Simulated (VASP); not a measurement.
# MgF2 (P4_2/mnm) in VASP: single point with PBE0

Aim: the single point of MgF2 with PBE0.

Program: VASP 6.6.1. These are calculated values, not measurements. Logs are shortened: lines on timing, memory, paths and dates and some standing lists are left out, and cuts for length are marked.

**1. The cell of the first run**

The structure is tetragonal, space group P4_2/mnm (No. 136). The conventional cell has a = 4.622 Å, b = 4.622 Å, c = 3.046 Å, α = 90.00°, β = 90.00°, γ = 90.00°. Within 2.6 Å of Mg (site symmetry mmm) lie 6 F at 1.98 to 1.99 Å. F (site symmetry m2m) has 3 Mg at 1.98 to 1.99 Å and 1 F at 2.58 Å within 2.6 Å.

**2. Single point, PBE0**

POSCAR

```
MgF2
1.0
    4.6220159946      0.0000000000      0.0000000000
    0.0000000000      4.6220159946      0.0000000000
    0.0000000000      0.0000000000      3.0461117595
Mg F
2 4
Direct
    0.0000000000      0.0000000000      0.0000000000
    0.5000000000      0.5000000000      0.5000000000
    0.3029505751      0.3029505751      0.0000000000
    0.1970494249      0.8029505751      0.5000000000
    0.8029505751      0.1970494249      0.5000000000
    0.6970494249      0.6970494249      0.0000000000
```

INCAR.step1

```
SYSTEM = MgF2
  PREC = Accurate
  ENCUT = 520
  EDIFF = 1E-5
  ISMEAR = 0
  SIGMA = 0.01
  LREAL = .FALSE.
  LASPH = .TRUE.
  NELM = 120
  ALGO = Normal
  ISIF = 2
  LWAVE = .TRUE.
  LCHARG = .FALSE.
  GGA = PE
  NBANDS = 25
  GGA_COMPAT = .FALSE.
  KPAR = 4
```

INCAR.step2

```
SYSTEM = MgF2
  PREC = Accurate
  ENCUT = 520
  EDIFF = 1E-6
  ISMEAR = 0
  SIGMA = 0.01
  LREAL = .FALSE.
  LASPH = .TRUE.
  NELM = 120
  ALGO = Normal
  ISIF = 2
  LWAVE = .FALSE.
  LCHARG = .FALSE.
  GGA = PE
  LHFCALC = .TRUE.
  AEXX = 0.25
  PRECFOCK = Normal
  ISTART = 1
  NBANDS = 25
  GGA_COMPAT = .FALSE.
  KPAR = 4
```

KPOINTS

```
regular mesh
0
G
  4 4 6
  0 0 0
```

Potentials or basis: VASP PAW PBE potentials, release 64 (Mg, F).

The run is started by

```bash
$ cat potpaw_PBE.64/Mg/POTCAR potpaw_PBE.64/F/POTCAR > POTCAR
$ cp INCAR.step1 INCAR
$ mpirun -np 4 vasp_std > vasp.out
$ cp INCAR.step2 INCAR
$ mpirun -np 4 vasp_std > vasp.out
```

OUTCAR:

```text
SYSTEM = MgF2
   PREC = Accurate
   ENCUT = 520
   EDIFF = 1E-6
   ISMEAR = 0
   LREAL = .FALSE.
   LASPH = .TRUE.
   NELM = 120
   ISIF = 2
   GGA = PE
   LHFCALC = .TRUE.
   AEXX = 0.25
   PRECFOCK = Normal
   ISTART = 1

 ion  position               nearest neighbor table
   1  0.000  0.000  0.000-   3 1.98   6 1.98   5 1.99   4 1.99   4 1.99   5 1.99   2 3.61   2 3.61
                             2 3.61   2 3.61   2 3.61   2 3.61   2 3.61   2 3.61
   2  0.500  0.500  0.500-   4 1.98   5 1.98   3 1.99   6 1.99   3 1.99   6 1.99   1 3.61   1 3.61
                             1 3.61   1 3.61   1 3.61   1 3.61   1 3.61   1 3.61
   3  0.303  0.303  0.000-   1 1.98   2 1.99   2 1.99
   4  0.197  0.803  0.500-   2 1.98   1 1.99   1 1.99
   5  0.803  0.197  0.500-   2 1.98   1 1.99   1 1.99
   6  0.697  0.697  0.000-   1 1.98   2 1.99   2 1.99

  LATTYP: Found a simple tetragonal cell.
 ALAT       =     4.6220159946
 C/A-ratio  =     0.6590439676

  Lattice vectors:

 A1 = (   4.6220159946,   0.0000000000,   0.0000000000)
 A2 = (   0.0000000000,   4.6220159946,   0.0000000000)
 A3 = (   0.0000000000,   0.0000000000,   3.0461117595)

Analysis of symmetry for initial positions (statically):
=====================================================================
 Subroutine PRICEL returns:
 Original cell was already a primitive cell.

 Routine SETGRP: Setting up the symmetry group for a
 simple tetragonal supercell.

 Subroutine GETGRP returns: Found 16 space group operations
 (whereof  8 operations were pure point group operations)
 out of a pool of 16 trial point group operations.

The static configuration has the point symmetry D_2h.
 The point group associated with its full space group is D_4h.

Analysis of symmetry for dynamics (positions and initial velocities):
=====================================================================
 Subroutine PRICEL returns:
 Original cell was already a primitive cell.

 Routine SETGRP: Setting up the symmetry group for a
 simple tetragonal supercell.

 Subroutine GETGRP returns: Found 16 space group operations
 (whereof  8 operations were pure point group operations)
 out of a pool of 16 trial point group operations.

The dynamic configuration has the point symmetry D_2h.
 The point group associated with its full space group is D_4h.

 Subroutine INISYM returns: Found 16 space group operations
 (whereof  8 operations are pure point group operations),
 and found     1 'primitive' translations

----------------------------------------------------------------------------------------

                                     Primitive cell

  volume of cell :      65.0742

  direct lattice vectors                    reciprocal lattice vectors
     4.622015995  0.000000000  0.000000000     0.216355807  0.000000000  0.000000000
     0.000000000  4.622015995  0.000000000     0.000000000  0.216355807  0.000000000
     0.000000000  0.000000000  3.046111760     0.000000000  0.000000000  0.328287364

  length of vectors
     4.622015995  4.622015995  3.046111760     0.216355807  0.216355807  0.328287364

  position of ions in fractional coordinates (direct lattice)
     0.000000000  0.000000000  0.000000000
     0.500000000  0.500000000  0.500000000
     0.302950575  0.302950575  0.000000000
     0.197049425  0.802950575  0.500000000
     0.802950575  0.197049425  0.500000000
     0.697049425  0.697049425  0.000000000

  ion indices of the primitive-cell ions
   primitive index   ion index
                 1           1
                 2           2
                 3           3
                 4           4
                 5           5
                 6           6

----------------------------------------------------------------------------------------

 KPOINTS: regular mesh

Automatic generation of k-mesh.
 Grid dimensions read from file:
 generate k-points for:    4    4    6

 Generating k-lattice:

  Cartesian coordinates                     Fractional coordinates (reciprocal lattice)
     0.054088952  0.000000000  0.000000000     0.250000000  0.000000000  0.000000000
     0.000000000  0.054088952  0.000000000     0.000000000  0.250000000  0.000000000
     0.000000000  0.000000000  0.054714561     0.000000000  0.000000000  0.166666667

  Length of vectors
     0.054088952  0.054088952  0.054714561

  Shift w.r.t. Gamma in fractional coordinates (k-lattice)
     0.000000000  0.000000000  0.000000000

 Subroutine IBZKPT returns following result:
 ===========================================

 Found     24 irreducible k-points:

 Following reciprocal coordinates:
            Coordinates               Weight
  0.000000  0.000000  0.000000      1.000000
  0.250000  0.000000  0.000000      4.000000
  0.500000  0.000000  0.000000      2.000000
  0.250000  0.250000  0.000000      4.000000
  0.500000  0.250000  0.000000      4.000000
  0.500000  0.500000  0.000000      1.000000
[... 16 lines left out ...]
  0.500000  0.250000  0.500000      4.000000
  0.500000  0.500000  0.500000      1.000000
   k-points           NKPTS =     24   k-points in BZ     NKDIM =     96   number of bands    NBANDS=     25
   number of dos      NEDOS =    301   number of ions     NIONS =      6
   total plane-waves  NPLWV =  31104
   dimension x,y,z NGX =    36 NGY =   36 NGZ =   24
   dimension x,y,z NGXF=    72 NGYF=   72 NGZF=   48
   ions per type =               2   4
   NGX,Y,Z   is equivalent  to a cutoff of  12.95, 12.95, 13.10 a.u.
   NGXF,Y,Z  is equivalent  to a cutoff of  25.90, 25.90, 26.20 a.u.
 SYSTEM =  MgF2
   PREC   = accura    normal or accurate (medium, high low for compatibility)
   ISTART =      1    job   : 0-new  1-cont  2-samecut
   ICHARG =      0    charge: 1-file 2-atom 10-const
   ISPIN  =      1    spin polarized calculation?
   LNONCOLLINEAR =      F non collinear calculations
   LSORBIT =      F    spin-orbit coupling
   LASPH  =      T    aspherical Exc in radial PAW
   ENCUT  =  520.0 eV  38.22 Ry    6.18 a.u.   8.59  8.59  5.66*2*pi/ulx,y,z
   NELM   =    120;   NELMIN=  2; NELMDL=  0     # of ELM steps
   EDIFF  = 0.1E-05   stopping-criterion for ELM
   LREAL  =      F    real-space projection
   EDIFFG = 0.1E-04   stopping-criterion for IOM
   NSW    =      0    number of steps for IOM
   IBRION =     -1    ionic relax: 0-MD 1-quasi-New 2-CG
   NFREE  =      0    steps in history (QN), initial steepest desc. (CG)
   ISIF   =      2    stress and relaxation
   ISYM   =      3    0-nonsym 1-usesym 2-fastsym
   POTIM  = 0.5000    time-step for ionic-motion
   TEBEG  =    0.0;   TEEND  =   0.0 temperature during run
   PSTRESS=    0.0 pullay stress
   NELECT =      32.0000    total number of electrons
   NUPDOWN=      -1.0000    fix difference up-down
   EMIN   =  10.00;   EMAX   =-10.00  energy-range for DOS
   EFERMI =   0.00;   METHOD = LEGACY
   ISMEAR =     0;   SIGMA  =   0.01  broadening in eV -4-tet -1-fermi 0-gaus
   EFERMI_NEDOS =   21; number of points for ismear=-14 and -15
   IALGO  =     38    algorithm
   IMIX   =      1    mixing-type and parameters
     AMIX     =   0.40;   BMIX     =  1.00
     AMIX_MAG =   1.60;   BMIX_MAG =  1.00
  volume/ion in A,a.u.               =      10.85        73.19
  Fermi-wavevector in a.u.,A,eV,Ry     =   1.292177  2.441860 22.717929  1.669721
  Thomas-Fermi vector in A             =   2.423901
   LORBIT       =      0    0 simple, 1 ext, 2 COOP (PROOUT), +10 PAW based schemes
   GGA     = PE    functional components
   LHFCALC =     T    Hartree Fock is set to
   PRECFOCK=normal    Normal, Fast or Accurate (Low or Medium for compatibility)
   ENCUT4O =  -1.0   cutoff for four orbital integrals eV
   NKREDX  =     1    reduce k-point grid by
   NKREDY  =     1    reduce k-point grid by
   NKREDZ  =     1    reduce k-point grid by
   AEXX    =    0.2500 exact exchange contribution
   HFSCREEN=    0.0000 screening length (either q_TF or 0.3 A-1)
   HFSCREENC=   0.0000 screening length for correlation (either q_TF or 0.3 A-1)
   ENCUTFOCK=  -1.0 apply spherical cutoff to Coloumb kernel
   IVDW    =     0    specifies the selected vdW correction
   LEPSILON=     F    determine dielectric tensor
   LRPA    =     F    only Hartree local field effects (RPA)
 non-spin polarized calculation
 Gauss-broadening in eV      SIGMA  =   0.01
  energy-cutoff  :      520.00
  volume of cell :       65.07
 maximum number of plane-waves:      1772
 NGX is ok and might be reduce to    36
  NGX = 28; NGY = 28; NGZ = 18

 number of electron      32.0000031 magnetization

 Free energy of the ion-electron system (eV)
  ---------------------------------------------------
  ext. energy  EPLUGINS =         0.00000000
  ---------------------------------------------------
  free energy    TOTEN  =       -39.73903972 eV

  energy without entropy =      -39.73903972  energy(sigma->0) =      -39.73903972

 E-fermi :  -3.3151     XC(G=0):  -7.6128

 val. band max:       -3.3876379033   @ k =   0.0000   0.0000   0.0000
 cond. band min:       6.7929926390   @ k =   0.0000   0.0000   0.0000
 fundamental gap:     10.1806305423
 Fermi energy:        -3.3150778135

 k-point     1 :       0.0000    0.0000    0.0000
  band No.  band energies     occupation
      1     -25.7071      2.00000
      2     -24.8727      2.00000
      3     -24.8727      2.00000
      4     -24.7740      2.00000
      5      -7.5845      2.00000
      6      -6.0033      2.00000
[... 17 lines left out ...]
     24      18.6702      0.00000
     25      18.6702      0.00000

 k-point     2 :       0.2500    0.0000    0.0000
  band No.  band energies     occupation
      1     -25.6049      2.00000
      2     -25.0449      2.00000
      3     -24.8444      2.00000
      4     -24.7451      2.00000
      5      -7.3512      2.00000
      6      -6.1266      2.00000
[... 17 lines left out ...]
     24      18.1124      0.00000
     25      18.6646      0.00000
[... 586 lines left out ...]
     24      15.6335      0.00000
     25      17.3636      0.00000

 k-point    24 :       0.5000    0.5000    0.5000
  band No.  band energies     occupation
      1     -25.0284      2.00000
      2     -25.0284      2.00000
      3     -24.8345      2.00000
      4     -24.8345      2.00000
      5      -7.2589      2.00000
      6      -7.2589      2.00000
[... 17 lines left out ...]
     24      15.1934      0.00000
     25      17.9685      0.00000

------------------------ aborting loop because EDIFF is reached ----------------------------------------

  FORCE on cell =-STRESS in cart. coord.  units (eV):
  Direction    XX          YY          ZZ          XY          YZ          ZX
  --------------------------------------------------------------------------------------
  -------------------------------------------------------------------------------------
  Total        0.2521007      0.2521007      0.2321552      0.0000000      0.0000000      0.0000000
  in kB        6.2069156      6.2069156      5.7158418      0.0000000      0.0000000      0.0000000
  external PRESSURE =       6.0432243 kB  Pullay stress =       0.0000000 kB

 VOLUME and BASIS-vectors are now :
 -----------------------------------------------------------------------------
  energy-cutoff  :      520.00
  volume of cell :       65.07
      direct lattice vectors                 reciprocal lattice vectors
     4.622015995  0.000000000  0.000000000     0.216355807  0.000000000  0.000000000
     0.000000000  4.622015995  0.000000000     0.000000000  0.216355807  0.000000000
     0.000000000  0.000000000  3.046111760     0.000000000  0.000000000  0.328287364

 POSITION                                       TOTAL-FORCE (eV/Angst)
 -----------------------------------------------------------------------------------
      0.00000      0.00000      0.00000         0.000000      0.000000      0.000000
      2.31101      2.31101      1.52306         0.000000      0.000000      0.000000
      1.40024      1.40024      0.00000         0.011886      0.011886     -0.000000
      0.91077      3.71125      1.52306        -0.011886      0.011886     -0.000000
      3.71125      0.91077      1.52306         0.011886     -0.011886      0.000000
      3.22177      3.22177      0.00000        -0.011886     -0.011886      0.000000
 -----------------------------------------------------------------------------------
    total drift:                                0.000000      0.000000      0.000000

  FREE ENERGIE OF THE ION-ELECTRON SYSTEM (eV)
  ---------------------------------------------------
  free  energy   TOTEN  =       -39.7390397246 eV

  energy  without entropy=      -39.7390397246  energy(sigma->0) =      -39.73903972
```

Wall time 45 min (4 MPI ranks of AMD EPYC 7R43 (Zen 3), shared host); peak memory 0.18 GiB.

What came out:

| Property | Result |
| --- | --- |
| Free energy | -39.7390 eV |
| Pressure | 0.6 GPa |
| Largest force | 0.017 eV/Å |
| Band gap on the k mesh | 10.18 eV |

Forces on the atoms (eV/Å):
```
Mg   0.000  0.000  0.000
Mg   0.000  0.000  0.000
F    0.012  0.012  0.000
F   -0.012  0.012  0.000
F    0.012 -0.012  0.000
F   -0.012 -0.012  0.000
```

Levels at points of the mesh, in eV from the valence-band top:
```
           k point  band 12  band 13  band 14  band 15  band 16  band 17  band 18  band 19  band 20  band 21
(0.00, 0.00, 0.00)    -1.21    -0.68    -0.29    -0.29     0.00    10.18    15.45    15.45    16.94    17.72
(0.50, 0.00, 0.00)    -1.38    -0.95    -0.95    -0.38    -0.38    12.67    12.67    16.73    16.73    18.91
(0.50, 0.50, 0.00)    -1.27    -0.94    -0.94    -0.82    -0.82    14.47    14.47    14.52    14.52    20.75
(0.00, 0.00, 0.50)    -1.42    -1.21    -1.21    -0.90    -0.90    15.11    15.11    18.29    18.29    18.66
(0.50, 0.00, 0.50)    -1.37    -0.74    -0.74    -0.69    -0.69    16.01    16.01    16.83    16.83    19.09
(0.50, 0.50, 0.50)    -1.38    -0.65    -0.65    -0.48    -0.48    16.47    16.47    16.64    16.64    17.98
```

Caveat: the PAW data sets were made with another functional, which shifts forces and pressure a little.
